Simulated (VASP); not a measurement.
Set up this calculation in VASP 6.6.1, as the native input.

```
Task                   : single point
Functional             : PBEsol
Potentials or basis    : VASP PAW PBE potentials, release 64 (Fe, Al, B)
Cutoff                 : 520 eV
k mesh                 : 6 × 6 × 6
Occupations            : fermi-dirac, width 0.05 eV
Spin                   : collinear spin, ferromagnetic start
Starting moments       : [3.0, 3.0, 3.0, 0.0, 0.0] μB
Dipole correction      : no
Further INCAR settings : ALGO = Normal; EDIFF = 1e-06; NBANDS = 27
```

The structure of AlFe3B lies in POSCAR:

```
AlFe3B
1.0
    3.9752148800      0.0000000000      0.0000000000
    0.0000000000      3.9752148800      0.0000000000
    0.0000000000      0.0000000000      3.8223220000
Fe Al B
3 1 1
Direct
    0.0000000000      0.0000000000      0.5000000000
    0.0000000000      0.5000000000      0.0000000000
    0.5000000000      0.0000000000      0.0000000000
    0.5000000000      0.5000000000      0.5000000000
    0.0000000000      0.0000000000      0.0000000000
```

These files were run (other wordings do the same):

INCAR

```
PREC     = Accurate       # precision mode
ENCUT    = 520            # plane-wave cutoff, eV
EDIFF    = 1E-6           # SCF threshold, eV
ISMEAR   = -1             # smearing method
SIGMA    = 0.05           # smearing width, eV
LREAL    = False          # projectors in reciprocal space
LASPH    = True           # aspherical terms in the spheres
NELM     = 150            # most SCF steps
ALGO     = Normal         # electronic algorithm
ISIF     = 2              # what is computed and relaxed
LWAVE    = False          # write WAVECAR
LCHARG   = False          # write CHGCAR
ISPIN    = 2              # spin polarisation
MAGMOM   = 3 3 3 0 0      # initial moments
LORBIT   = 11             # projections on sites
LMAXMIX  = 4              # l up to which the mixer works
GGA      = PS             # functional
NBANDS   = 27             # bands
```

KPOINTS

```
regular mesh
0
Gamma
  6 6 6
```

Potentials or basis: VASP PAW PBE potentials, release 64 (Fe, Al, B).

The run is started by

```sh
$ cat potpaw_PBE.64/Fe/POTCAR potpaw_PBE.64/Al/POTCAR potpaw_PBE.64/B/POTCAR > POTCAR
$ mpirun -np 1 vasp_std > vasp.out
```

It gave:

```json
{
  "Pressure": "-17.8 GPa",
  "Net moment": "4.45 μB per cell",
  "Site moments": "Fe +1.47, +1.67; Al -0.07; B -0.14 μB",
  "Valence electrons inside the program's atomic spheres": "Fe 7.37, 7.26; Al 0.71; B 2.02"
}
```

Caveat: the PAW data sets were made with another functional, which shifts forces and pressure a little.

Wall time 92 s on 1 thread of Intel(R) Xeon(R) Platinum 8488C (Sapphire Rapids), on a shared host, peak memory 0.24 GiB.
